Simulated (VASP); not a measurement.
# HfN (P6_3/mmc) in VASP: notebook, part 2 of 2

VASP 6.6.1. The steps go on from the part before.

**3. Single point, PBE**

INCAR reads:

```
PREC = Accurate
ENCUT = 600
EDIFF = 1E-6
ISMEAR = 0
SIGMA = 0.1
LREAL = F
LASPH = T
NELM = 120
ALGO = Normal
ISIF = 2
LWAVE = F
LCHARG = F
GGA = PE
NBANDS = 23
GGA_COMPAT = F
```

KPOINTS reads:

```
Automatic mesh
0
Gamma
  2 2 4
  0 0 0.5
```

POSCAR reads:

```
HfN
1.0
    3.1339080219      0.0000000000      0.0000000000
   -1.5669540110      2.7140439601      0.0000000000
    0.0000000000      0.0000000000      5.4167677200
Hf N
2 2
Direct
    0.6666666667      0.3333333333      0.7500000000
    0.3333333333      0.6666666667      0.2500000000
    0.0000000000      0.0000000000      0.0000000000
    0.0000000000      0.0000000000      0.5000000000
```

Potentials or basis: VASP PAW PBE potentials, release 64 (Hf_pv, N).

The run is started by

```console
$ cat potpaw_PBE.64/Hf_pv/POTCAR potpaw_PBE.64/N/POTCAR > POTCAR
$ mpirun -np 1 vasp_std > vasp.out
```

OUTCAR:

```text
PREC = Accurate
   ENCUT = 600
   EDIFF = 1E-6
   ISMEAR = 0
   LREAL = F
   LASPH = T
   NELM = 120
   ISIF = 2
   GGA = PE

 ion  position               nearest neighbor table
   1  0.667  0.333  0.750-   3 2.26   4 2.26   3 2.26   4 2.26   3 2.26   4 2.26   2 3.26   2 3.26
                             2 3.26   2 3.26   2 3.26   2 3.26
   2  0.333  0.667  0.250-   3 2.26   4 2.26   3 2.26   4 2.26   3 2.26   4 2.26   1 3.26   1 3.26
                             1 3.26   1 3.26   1 3.26   1 3.26
   3  0.000  0.000  0.000-   1 2.26   2 2.26   1 2.26   2 2.26   1 2.26   2 2.26
   4  0.000  0.000  0.500-   1 2.26   2 2.26   1 2.26   2 2.26   1 2.26   2 2.26

  LATTYP: Found a hexagonal cell.
 ALAT       =     3.1339080219
 C/A-ratio  =     1.7284386402

  Lattice vectors:

 A1 = (   3.1339080219,   0.0000000000,   0.0000000000)
 A2 = (  -1.5669540110,   2.7140439601,   0.0000000000)
 A3 = (   0.0000000000,   0.0000000000,   5.4167677200)

Analysis of symmetry for initial positions (statically):
=====================================================================
 Subroutine PRICEL returns:
 Original cell was already a primitive cell.

 Routine SETGRP: Setting up the symmetry group for a
 hexagonal supercell.

 Subroutine GETGRP returns: Found 24 space group operations
 (whereof 12 operations were pure point group operations)
 out of a pool of 24 trial point group operations.

The static configuration has the point symmetry D_3d.
 The point group associated with its full space group is D_6h.

Analysis of symmetry for dynamics (positions and initial velocities):
=====================================================================
 Subroutine PRICEL returns:
 Original cell was already a primitive cell.

 Routine SETGRP: Setting up the symmetry group for a
[... 105 lines left out ...]
   ISMEAR =     0;   SIGMA  =   0.10  broadening in eV -4-tet -1-fermi 0-gaus
   EFERMI_NEDOS =   21; number of points for ismear=-14 and -15
   IALGO  =     38    algorithm
   IMIX   =      4    mixing-type and parameters
     AMIX     =   0.40;   BMIX     =  1.00
     AMIX_MAG =   1.60;   BMIX_MAG =  1.00
  volume/ion in A,a.u.               =      11.52        77.73
  Fermi-wavevector in a.u.,A,eV,Ry     =   1.418951  2.681429 27.394278  2.013423
  Thomas-Fermi vector in A             =   2.540023
   LORBIT       =      0    0 simple, 1 ext, 2 COOP (PROOUT), +10 PAW based schemes
   GGA     = PE    functional components
   LHFCALC =     F    Hartree Fock is set to
   AEXX    =    0.0000 exact exchange contribution
   IVDW    =     0    specifies the selected vdW correction
   LEPSILON=     F    determine dielectric tensor
   LRPA    =     F    only Hartree local field effects (RPA)
 non-spin polarized calculation
 Gauss-broadening in eV      SIGMA  =   0.10
  energy-cutoff  :      600.00
  volume of cell :       46.07
 maximum number of plane-waves:      1551
 NGX is ok and might be reduce to    28
   NGX = 13   NGY = 13   NGZ = 21

 number of electron      29.9999998 magnetization

 Free energy of the ion-electron system (eV)
  ---------------------------------------------------
  ext. energy  EPLUGINS =         0.00000000
  ---------------------------------------------------
  free energy    TOTEN  =       -43.04669285 eV

  energy without entropy =      -43.02740994  energy(sigma->0) =      -43.03705140

 E-fermi :   8.2865     XC(G=0): -12.7332

 val. band max:        7.9533619496   @ k =   0.0000   0.0000   0.1250
 cond. band min:       8.3169162062   @ k =   0.5000   0.0000   0.3750
 fundamental gap:      0.3635542566
 Fermi energy:         8.2864592668

 k-point     1 :       0.0000    0.0000    0.1250
  band No.  band energies     occupation
      1     -23.7291      2.00000
      2     -22.9424      2.00000
      3     -22.9281      2.00000
      4     -22.9281      2.00000
      5     -22.8724      2.00000
      6     -22.8724      2.00000
[... 93 lines left out ...]
     22      14.5488      0.00000
     23      14.8780      0.00000

------------------------ aborting loop because EDIFF is reached ----------------------------------------

  FORCE on cell =-STRESS in cart. coord.  units (eV):
  Direction    XX          YY          ZZ          XY          YZ          ZX
  --------------------------------------------------------------------------------------
  -------------------------------------------------------------------------------------
  Total       -0.8928717     -0.8928717      5.0485094      0.0000000     -0.0000000      0.0000000
  in kB      -31.0496193    -31.0496193    175.5619574      0.0000000     -0.0000000      0.0000000
  external PRESSURE =      37.8209063 kB  Pullay stress =       0.0000000 kB

 VOLUME and BASIS-vectors are now :
 -----------------------------------------------------------------------------
  energy-cutoff  :      600.00
  volume of cell :       46.07
      direct lattice vectors                 reciprocal lattice vectors
     3.133908022  0.000000000  0.000000000     0.319090411  0.184226935  0.000000000
    -1.566954011  2.714043960  0.000000000     0.000000000  0.368453870  0.000000000
     0.000000000  0.000000000  5.416767720     0.000000000  0.000000000  0.184611940

 POSITION                                       TOTAL-FORCE (eV/Angst)
 -----------------------------------------------------------------------------------
      1.56695      0.90468      4.06258        -0.000000     -0.000000      0.000000
     -0.00000      1.80936      1.35419         0.000000      0.000000      0.000000
      0.00000      0.00000      0.00000        -0.000000      0.000000      0.000000
      0.00000      0.00000      2.70838        -0.000000      0.000000      0.000000
 -----------------------------------------------------------------------------------
    total drift:                                0.000000     -0.000000      0.000000

  FREE ENERGIE OF THE ION-ELECTRON SYSTEM (eV)
  ---------------------------------------------------
  free  energy   TOTEN  =       -43.0466928500 eV

  energy  without entropy=      -43.0274099435  energy(sigma->0) =      -43.03705140
```

stdout:

```text
POSCAR found type information on POSCAR HfN
 POSCAR found :  2 types and       4 ions
 scaLAPACK will be used
 LDA part: xc-table for (Slater+PW92), standard interpolation
 POSCAR, INCAR and KPOINTS ok, starting setup
 FFT: planning ... GRIDC
 FFT: planning ... GRID_SOFT
 FFT: planning ... GRID
 WAVECAR not read
 entering main loop
```

It took 12 s on 1 thread of Intel Xeon 6975P-C, shared host; peak memory 0.18 GiB.

What came out:

```
Free energy            : -43.0467 eV
Pressure               : 3.8 GPa
Band gap on the k mesh : zero (band 15 reaches 9.32 eV, above the bottom of band 16 at 8.32 eV)
```

Levels at points of the mesh, in eV from the Fermi level:
| k point | band 11 | band 12 | band 13 | band 14 | band 15 | band 16 | band 17 | band 18 | band 19 | band 20 |
| --- | --- | --- | --- | --- | --- | --- | --- | --- | --- | --- |
| (0.00, 0.00, 0.12) | -4.96 | -3.87 | -3.87 | -2.72 | -0.33 | 0.50 | 0.50 | 0.92 | 1.68 | 1.68 |

Caveat: the k points lie up to 1.16 Å⁻¹ apart; spin-orbit coupling is left out, which moves the levels of the heavy elements.

**4. Single point, PBE**

INCAR reads:

```
SYSTEM = HfN
PREC = Accurate ; ENCUT = 600
EDIFF = 1E-6 ; ISMEAR = 0
SIGMA = 0.1 ; LREAL = .False.
LASPH = .True. ; NELM = 120
ALGO = Normal ; ISIF = 2
LWAVE = .False. ; LCHARG = .True.
GGA = PE ; LELF = .True.
LVHAR = .True. ; NBANDS = 23
NELECT = 29.0 ; GGA_COMPAT = .False.
```

KPOINTS reads:

```
Automatic mesh
0
Gamma
  3 3 2
  0 0 0
```

POSCAR is that of step 3.

The run is started by

```console
$ cat potpaw_PBE.64/Hf_pv/POTCAR potpaw_PBE.64/N/POTCAR > POTCAR
$ mpirun -np 1 vasp_std > vasp.out
```

It took 17 s on 1 thread of Intel Xeon 6975P-C, shared host; peak memory 0.18 GiB.

The run converged. Its results:

```yaml
Free_energy: -50.6898 eV
```

Levels at points of the mesh, in eV from the Fermi level:
| k point | band 10 | band 11 | band 12 | band 13 | band 14 | band 15 | band 16 | band 17 | band 18 | band 19 |
| --- | --- | --- | --- | --- | --- | --- | --- | --- | --- | --- |
| (0.00, 0.00, 0.00) | -4.21 | -4.21 | -3.03 | -3.03 | -1.19 | -0.08 | 1.14 | 1.14 | 1.61 | 2.37 |
| (0.00, 0.00, 0.50) | -5.41 | -3.85 | -3.85 | -3.85 | -3.85 | 2.39 | 2.39 | 3.32 | 3.32 | 3.32 |

Caveat: the k points lie up to 0.77 Å⁻¹ apart; the cell carries a net charge on a neutralising background, which shifts energy and pressure; the cell is charged against a uniform background, so pressure and absolute levels hang on convention; spin-orbit coupling is left out, which moves the levels of the heavy elements.
